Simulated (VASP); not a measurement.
# CoSn (P6/mmm) in VASP: further runs

CoSn is run at these levels: PBE+D3(BJ); tasks: single point.

Everything below comes from runs of VASP 6.6.1. Logs are shortened: lines on timing, memory, paths and dates and some standing lists are left out, and cuts for length are marked.

**1. The cell of the first run**

Symmetry: P6/mmm, No. 191, hexagonal system. Conventional cell: a = 5.246 Å, b = 5.246 Å, c = 4.188 Å, α = 90.00°, β = 90.00°, γ = 120.00°. Sn (site symmetry 6/mmm) has 6 Co at 2.62 Å within 3.5 Å. Sn (site symmetry -6m2) has 6 Co at 2.58 Å and 3 Sn at 3.03 Å within 3.4 Å. Within 3.4 Å of Co (site symmetry mmm) lie 6 Sn at 2.58 to 2.62 Å and 4 Co at 2.62 Å.

**2. Single point, PBE+D3(BJ), collinear spin, ferromagnetic start**

INCAR reads:

```
SYSTEM = CoSn
PREC = Accurate
ENCUT = 520
EDIFF = 1E-6
ISMEAR = -1
SIGMA = 0.05
LREAL = .False.
LASPH = .True.
NELM = 150
ALGO = Fast
ISIF = 2
LWAVE = .False.
LCHARG = .False.
ISPIN = 2
MAGMOM = 0 0 0 2 2 2
LORBIT = 11
LMAXMIX = 4
GGA = PE
IVDW = 12
NBANDS = 48
```

KPOINTS reads:

```
regular mesh
0
Gamma
  6 6 7
  0 0 0
```

POSCAR reads:

```
CoSn
1.0
    5.2460399276      0.0000000000      0.0000000000
   -2.6230199638      4.5432038466      0.0000000000
    0.0000000000      0.0000000000      4.1875903000
Sn Co
3 3
Direct
    0.0000000000      0.0000000000      0.0000000000
    0.3333333333      0.6666666667      0.5000000000
    0.6666666667      0.3333333333      0.5000000000
    0.5000000000      0.0000000000      0.0000000000
    0.5000000000      0.5000000000      0.0000000000
    0.0000000000      0.5000000000      0.0000000000
```

Potentials or basis: VASP PAW PBE potentials, release 64 (Sn_d, Co).

Started as:

```console
$ cat potpaw_PBE.64/Sn_d/POTCAR potpaw_PBE.64/Co/POTCAR > POTCAR
$ mpirun -np 1 vasp_std > vasp.out
```

OUTCAR:

```text
SYSTEM = CoSn
   PREC = Accurate
   ENCUT = 520
   EDIFF = 1E-6
   ISMEAR = -1
   LREAL = .False.
   LASPH = .True.
   NELM = 150
   ISIF = 2
   ISPIN = 2
   LORBIT = 11
   GGA = PE
   IVDW = 12
 IVDW          = 12

 ion  position               nearest neighbor table
   1  0.000  0.000  0.000-   4 2.62   4 2.62   6 2.62   6 2.62   5 2.62   5 2.62   3 3.68   3 3.68
                             2 3.68   2 3.68   2 3.68   3 3.68   2 3.68   3 3.68   2 3.68   3 3.68
   2  0.333  0.667  0.500-   6 2.58   6 2.58   4 2.58   4 2.58   5 2.58   5 2.58   3 3.03   3 3.03
                             3 3.03   1 3.68   1 3.68   1 3.68   1 3.68   1 3.68   1 3.68
   3  0.667  0.333  0.500-   6 2.58   6 2.58   4 2.58   4 2.58   5 2.58   5 2.58   2 3.03   2 3.03
                             2 3.03   1 3.68   1 3.68   1 3.68   1 3.68   1 3.68   1 3.68
   4  0.500  0.000  0.000-   2 2.58   3 2.58   2 2.58   3 2.58   1 2.62   1 2.62   6 2.62   5 2.62
                             5 2.62   6 2.62
   5  0.500  0.500  0.000-   2 2.58   3 2.58   2 2.58   3 2.58   6 2.62   6 2.62   1 2.62   4 2.62
                             4 2.62   1 2.62
   6  0.000  0.500  0.000-   2 2.58   3 2.58   2 2.58   3 2.58   5 2.62   5 2.62   1 2.62   1 2.62
                             4 2.62   4 2.62

  LATTYP: Found a hexagonal cell.
 ALAT       =     5.2460399276
 C/A-ratio  =     0.7982383584

  Lattice vectors:

 A1 = (   5.2460399276,   0.0000000000,   0.0000000000)
 A2 = (  -2.6230199638,   4.5432038466,   0.0000000000)
 A3 = (   0.0000000000,   0.0000000000,   4.1875903000)

Analysis of symmetry for initial positions (statically):
=====================================================================
 Subroutine PRICEL returns:
 Original cell was already a primitive cell.

 Routine SETGRP: Setting up the symmetry group for a
 hexagonal supercell.

 Subroutine GETGRP returns: Found 24 space group operations
 (whereof 24 operations were pure point group operations)
 out of a pool of 24 trial point group operations.

The static configuration has the point symmetry D_6h.

Analysis of symmetry for dynamics (positions and initial velocities):
=====================================================================
 Subroutine PRICEL returns:
 Original cell was already a primitive cell.

 Routine SETGRP: Setting up the symmetry group for a
 hexagonal supercell.

 Subroutine GETGRP returns: Found 24 space group operations
 (whereof 24 operations were pure point group operations)
 out of a pool of 24 trial point group operations.

The dynamic configuration has the point symmetry D_6h.

Analysis of structural, dynamic, and magnetic symmetry:
=====================================================================
 Subroutine PRICEL returns:
 Original cell was already a primitive cell.

 Routine SETGRP: Setting up the symmetry group for a
 hexagonal supercell.

[... 157 lines left out ...]
  ext. energy  EPLUGINS =         0.00000000
  ---------------------------------------------------
  free energy    TOTEN  =       -33.22176062 eV

  energy without entropy =      -33.20333540  energy(sigma->0) =      -33.21254801

 E-fermi :  10.2150     XC(G=0): -11.8599

 val. band max:       10.1776794247   @ k =   0.3333   0.0000   0.2857
 cond. band min:      10.2759342158   @ k =   0.3333   0.3333   0.2857
 fundamental gap:      0.0982547911
 Fermi energy:        10.2150099173

 spin component 1

 k-point     1 :       0.0000    0.0000    0.0000
  band No.  band energies     occupation
      1     -11.3478      1.00000
      2     -11.2435      1.00000
      3     -11.2435      1.00000
      4     -11.2348      1.00000
      5     -11.2348      1.00000
      6     -11.1455      1.00000
[... 1165 lines left out ...]
     45      18.5211      0.00000
     46      18.8170      0.00000

 [... further k-points ...]

 spin component 2

 k-point     1 :       0.0000    0.0000    0.0000
  band No.  band energies     occupation
      1     -11.3478      1.00000
      2     -11.2435      1.00000
      3     -11.2435      1.00000
      4     -11.2348      1.00000
      5     -11.2348      1.00000
      6     -11.1455      1.00000
[... 1165 lines left out ...]
     45      18.5211      0.00000
     46      18.8153      0.00000

 [... further k-points ...]

 [bands above 46 left out]

------------------------ aborting loop because EDIFF is reached ----------------------------------------

 Edisp (eV)   -2.59981

 E8    (eV) :    -1.2079

  FORCE on cell =-STRESS in cart. coord.  units (eV):
  Direction    XX          YY          ZZ          XY          YZ          ZX
  --------------------------------------------------------------------------------------
  -------------------------------------------------------------------------------------
  Total      -0.27477    -0.27477    -0.20879     0.00000    -0.00000     0.00000
  in kB      -4.41079    -4.41079    -3.35175     0.00000    -0.00000     0.00000
  external pressure =       -4.06 kB  Pullay stress =        0.00 kB

 VOLUME and BASIS-vectors are now :
 -----------------------------------------------------------------------------
  energy-cutoff  :      520.00
  volume of cell :       99.81
      direct lattice vectors                 reciprocal lattice vectors
     5.246039928  0.000000000  0.000000000     0.190619975  0.110054494  0.000000000
    -2.623019964  4.543203847  0.000000000     0.000000000  0.220108988  0.000000000
     0.000000000  0.000000000  4.187590300     0.000000000  0.000000000  0.238800821

 POSITION                                       TOTAL-FORCE (eV/Angst)
 -----------------------------------------------------------------------------------
      0.00000      0.00000      0.00000        -0.000000      0.000000      0.000000
     -0.00000      3.02880      2.09380        -0.000000      0.000000      0.000000
      2.62302      1.51440      2.09380        -0.000000     -0.000000     -0.000000
      2.62302      0.00000      0.00000        -0.000000      0.000000      0.000000
      1.31151      2.27160      0.00000         0.000000      0.000000      0.000000
     -1.31151      2.27160      0.00000        -0.000000      0.000000      0.000000
 -----------------------------------------------------------------------------------
    total drift:                               -0.000000      0.000000     -0.000000

  FREE ENERGIE OF THE ION-ELECTRON SYSTEM (eV)
  ---------------------------------------------------
  free  energy   TOTEN  =       -35.8215698740 eV

  energy  without entropy=      -35.8031446593  energy(sigma->0) =      -35.81235727

 total charge

# of ion       s       p       d       tot
------------------------------------------
    1        1.161   1.121  10.044  12.326
    2        1.131   1.271  10.075  12.476
    3        1.131   1.271  10.075  12.476
    4        0.405   0.474   7.486   8.364
    5        0.405   0.474   7.486   8.364
    6        0.405   0.474   7.486   8.364
--------------------------------------------------
tot          4.637   5.083  52.651  62.371

 magnetization (x)

# of ion       s       p       d       tot
------------------------------------------
    1       -0.000  -0.000   0.000  -0.000
    2       -0.000  -0.000  -0.000  -0.000
    3       -0.000  -0.000  -0.000  -0.000
    4        0.000   0.000   0.000   0.000
    5        0.000   0.000   0.000   0.000
    6        0.000   0.000   0.000   0.000
--------------------------------------------------
tot         -0.000  -0.000   0.000   0.000
```

OSZICAR:

```text
N       E                     dE             d eps       ncg     rms          rms(c)
DAV:   1     0.707042709382E+03    0.70704E+03   -0.30535E+04  5592   0.230E+03
DAV:   2     0.800492434185E+02   -0.62699E+03   -0.59864E+03  5376   0.581E+02
DAV:   3    -0.290657172760E+02   -0.10911E+03   -0.10576E+03  5616   0.210E+02
DAV:   4    -0.347602794128E+02   -0.56946E+01   -0.56698E+01  6232   0.537E+01
DAV:   5    -0.349271414812E+02   -0.16686E+00   -0.16684E+00  7328   0.842E+00    0.169E+01
RMM:   6    -0.387060805498E+02   -0.37789E+01   -0.27584E+01  6078   0.325E+01    0.206E+01
RMM:   7    -0.332959317467E+02    0.54101E+01   -0.88254E+00  6028   0.200E+01    0.559E+00
RMM:   8    -0.332117305443E+02    0.84201E-01   -0.90132E-01  6422   0.467E+00    0.188E+00
RMM:   9    -0.332211104359E+02   -0.93799E-02   -0.16340E-01  7094   0.204E+00    0.869E-01
RMM:  10    -0.332215625396E+02   -0.45210E-03   -0.33285E-02  8521   0.946E-01    0.367E-01
RMM:  11    -0.332216149910E+02   -0.52451E-04   -0.63397E-03  9033   0.395E-01    0.160E-01
RMM:  12    -0.332216985544E+02   -0.83563E-04   -0.12091E-03  9122   0.172E-01    0.819E-02
RMM:  13    -0.332217517148E+02   -0.53160E-04   -0.27984E-04  8776   0.817E-02    0.365E-02
RMM:  14    -0.332217580652E+02   -0.63505E-05   -0.86672E-05  9111   0.389E-02    0.171E-02
RMM:  15    -0.332217601502E+02   -0.20850E-05   -0.17532E-05  7540   0.195E-02    0.733E-03
RMM:  16    -0.332217606165E+02   -0.46628E-06   -0.61328E-06  5352   0.119E-02
   1 F= -.35821570E+02 E0= -.35812357E+02  d E =-.184252E-01  mag=    -0.0001
```

stdout:

```text
POSCAR found type information on POSCAR SnCo
 POSCAR found :  2 types and       6 ions
 scaLAPACK will be used
 LDA part: xc-table for (Slater+PW92), standard interpolation
 POSCAR, INCAR and KPOINTS ok, starting setup
 FFT: planning ... GRIDC
 FFT: planning ... GRID_SOFT
 FFT: planning ... GRID
 WAVECAR not read
 entering main loop
WARNING in EDDRMM: call to ZHEGV failed, returncode =   8  4     43
```

Wall time 5.5 min (1 thread of Oxide Virtual Turin-like, shared host); peak memory 0.35 GiB.

Results:

| Quantity | Value |
| --- | --- |
| Free energy | -35.8216 eV |
| Pressure | -0.4 GPa |
| Net moment | 0.00 μB per cell |
| Valence electrons inside the program's atomic spheres | Sn 12.33, 12.48; Co 8.36 |
| Dispersion energy per atom | -0.433 eV |

Caveat: the starting moments collapsed, and a magnetic state may lie lower; three body term missing; spin-orbit coupling is left out, which moves the levels of the heavy elements; pairwise dispersion overbinds metals, which lowers pressure and volume.

**3. Single point, PBE+D3(BJ), collinear spin, ferromagnetic start**

This run uses another cell than the first one, of 16.68 Å³/atom, 1.002 times its volume.

INCAR reads:

```
PREC = Accurate ; ENCUT = 520
EDIFF = 1E-6 ; ISMEAR = -1
SIGMA = 0.05 ; LREAL = False
LASPH = True ; NELM = 150
ALGO = Normal ; ISIF = 2
LWAVE = False ; LCHARG = False
ISPIN = 2 ; MAGMOM = 0 0 0 2 2 2
LORBIT = 11 ; LMAXMIX = 4
GGA = PE ; IVDW = 12
NBANDS = 48
```

KPOINTS reads:

```
Automatic mesh
0
Gamma
  6 6 7
```

POSCAR, as its differences from that of step 2:

```diff
@@ -2,5 +2,5 @@
 1.0
-    5.2460399276      0.0000000000      0.0000000000
-   -2.6230199638      4.5432038466      0.0000000000
-    0.0000000000      0.0000000000      4.1875903000
+    5.2487086017      0.0000000000      0.0000000000
+   -2.6243543009      4.5455149862      0.0000000000
+    0.0000000000      0.0000000000      4.1935825436
 Sn Co
```

Potentials or basis: VASP PAW PBE potentials, release 64 (Sn_d, Co).

Started as:

```console
$ cat potpaw_PBE.64/Sn_d/POTCAR potpaw_PBE.64/Co/POTCAR > POTCAR
$ mpirun -np 1 vasp_std > vasp.out
```

OUTCAR:

```text
PREC = Accurate
   ENCUT = 520
   EDIFF = 1E-6
   ISMEAR = -1
   LREAL = False
   LASPH = True
   NELM = 150
   ISIF = 2
   ISPIN = 2
   LORBIT = 11
   GGA = PE
   IVDW = 12
 IVDW          = 12

 ion  position               nearest neighbor table
   1  0.000  0.000  0.000-   4 2.62   4 2.62   5 2.62   5 2.62   6 2.62   6 2.62   3 3.69   3 3.69
                             2 3.69   2 3.69   2 3.69   3 3.69   2 3.69   3 3.69   2 3.69   3 3.69
   2  0.333  0.667  0.500-   6 2.59   6 2.59   4 2.59   4 2.59   5 2.59   5 2.59   3 3.03   3 3.03
                             3 3.03   1 3.69   1 3.69   1 3.69   1 3.69   1 3.69   1 3.69
   3  0.667  0.333  0.500-   6 2.59   6 2.59   4 2.59   4 2.59   5 2.59   5 2.59   2 3.03   2 3.03
                             2 3.03   1 3.69   1 3.69   1 3.69   1 3.69   1 3.69   1 3.69
   4  0.500  0.000  0.000-   2 2.59   3 2.59   2 2.59   3 2.59   1 2.62   1 2.62   6 2.62   6 2.62
                             5 2.62   5 2.62
   5  0.500  0.500  0.000-   2 2.59   3 2.59   2 2.59   3 2.59   6 2.62   6 2.62   1 2.62   1 2.62
                             4 2.62   4 2.62
   6  0.000  0.500  0.000-   2 2.59   3 2.59   2 2.59   3 2.59   5 2.62   5 2.62   4 2.62   4 2.62
                             1 2.62   1 2.62

  LATTYP: Found a hexagonal cell.
 ALAT       =     5.2487086017
 C/A-ratio  =     0.7989741595

[... 2584 lines left out ...]
  in kB      -7.06892    -7.06892    -7.99298     0.00000    -0.00000     0.00000
  external pressure =       -7.38 kB  Pullay stress =        0.00 kB

 VOLUME and BASIS-vectors are now :
 -----------------------------------------------------------------------------
  energy-cutoff  :      520.00
  volume of cell :      100.05
      direct lattice vectors                 reciprocal lattice vectors
     5.248708602  0.000000000  0.000000000     0.190523055  0.109998537  0.000000000
    -2.624354301  4.545514986  0.000000000     0.000000000  0.219997075  0.000000000
     0.000000000  0.000000000  4.193582544     0.000000000  0.000000000  0.238459596

 POSITION                                       TOTAL-FORCE (eV/Angst)
 -----------------------------------------------------------------------------------
      0.00000      0.00000      0.00000        -0.000000      0.000000      0.000000
     -0.00000      3.03034      2.09679         0.000000      0.000000     -0.000000
      2.62435      1.51517      2.09679        -0.000000     -0.000000      0.000000
      2.62435      0.00000      0.00000        -0.000000      0.000000      0.000000
      1.31218      2.27276      0.00000        -0.000000      0.000000      0.000000
     -1.31218      2.27276      0.00000        -0.000000      0.000000      0.000000
 -----------------------------------------------------------------------------------
    total drift:                               -0.000000      0.000000     -0.000000

  FREE ENERGIE OF THE ION-ELECTRON SYSTEM (eV)
  ---------------------------------------------------
  free  energy   TOTEN  =       -35.8207957931 eV

  energy  without entropy=      -35.8021275251  energy(sigma->0) =      -35.81146166

 total charge

# of ion       s       p       d       tot
------------------------------------------
    1        1.161   1.120  10.043  12.324
    2        1.131   1.267  10.074  12.472
    3        1.131   1.267  10.074  12.472
    4        0.404   0.472   7.484   8.360
    5        0.404   0.472   7.484   8.360
    6        0.404   0.472   7.484   8.360
--------------------------------------------------
tot          4.634   5.069  52.642  62.345

 magnetization (x)

# of ion       s       p       d       tot
------------------------------------------
    1       -0.000  -0.000   0.000  -0.000
    2        0.000  -0.000   0.000  -0.000
    3        0.000  -0.000   0.000  -0.000
    4        0.000   0.000  -0.000  -0.000
    5        0.000   0.000  -0.000  -0.000
    6        0.000   0.000  -0.000  -0.000
--------------------------------------------------
tot          0.000  -0.000  -0.000  -0.000
```

OSZICAR:

```text
N       E                     dE             d eps       ncg     rms          rms(c)
DAV:   1     0.707573070242E+03    0.70757E+03   -0.30598E+04  5576   0.230E+03
DAV:   2     0.802398013819E+02   -0.62733E+03   -0.59934E+03  5376   0.581E+02
DAV:   3    -0.290448738654E+02   -0.10928E+03   -0.10586E+03  5616   0.210E+02
DAV:   4    -0.347744877271E+02   -0.57296E+01   -0.57064E+01  6216   0.540E+01
DAV:   5    -0.349424944923E+02   -0.16801E+00   -0.16799E+00  7400   0.842E+00    0.169E+01
DAV:   6    -0.386890119695E+02   -0.37465E+01   -0.26375E+01  6552   0.526E+01    0.204E+01
DAV:   7    -0.332331375564E+02    0.54559E+01   -0.16701E+01  6400   0.403E+01    0.562E+00
DAV:   8    -0.332356491951E+02   -0.25116E-02   -0.14620E+00  6648   0.857E+00    0.244E+00
DAV:   9    -0.332284309424E+02    0.72183E-02   -0.24524E-01  6272   0.469E+00    0.115E+00
DAV:  10    -0.332283028011E+02    0.12814E-03   -0.23922E-02  6640   0.148E+00    0.421E-01
DAV:  11    -0.332275225378E+02    0.78026E-03   -0.52738E-03  6264   0.620E-01    0.152E-01
DAV:  12    -0.332275632644E+02   -0.40727E-04   -0.77418E-04  6512   0.253E-01    0.719E-02
DAV:  13    -0.332275778984E+02   -0.14634E-04   -0.11169E-04  7016   0.956E-02    0.415E-02
DAV:  14    -0.332275813396E+02   -0.34411E-05   -0.29486E-05  7040   0.492E-02    0.129E-02
DAV:  15    -0.332275846027E+02   -0.32632E-05   -0.81533E-06  5928   0.268E-02    0.553E-03
DAV:  16    -0.332275849939E+02   -0.39110E-06   -0.76397E-07  4216   0.770E-03
   1 F= -.35820796E+02 E0= -.35811462E+02  d E =-.186683E-01  mag=    -0.0003
```

stdout:

```text
POSCAR found type information on POSCAR SnCo
 POSCAR found :  2 types and       6 ions
 scaLAPACK will be used
 LDA part: xc-table for (Slater+PW92), standard interpolation
 POSCAR, INCAR and KPOINTS ok, starting setup
 FFT: planning ... GRIDC
 FFT: planning ... GRID_SOFT
 FFT: planning ... GRID
 WAVECAR not read
 entering main loop
```

Run time: 5.4 min. Hardware: 1 thread of Oxide Virtual Turin-like, shared host; peak memory 0.35 GiB.

Results:

| Quantity | Value |
| --- | --- |
| Free energy | -35.8208 eV |
| Pressure | -0.7 GPa |
| Net moment | 0.00 μB per cell |
| Valence electrons inside the program's atomic spheres | Sn 12.32, 12.47; Co 8.36 |
| Dispersion energy per atom | -0.432 eV |

Caveat: the starting moments collapsed, and a magnetic state may lie lower; three body term missing; spin-orbit coupling is left out, which moves the levels of the heavy elements; pairwise dispersion overbinds metals, which lowers pressure and volume.
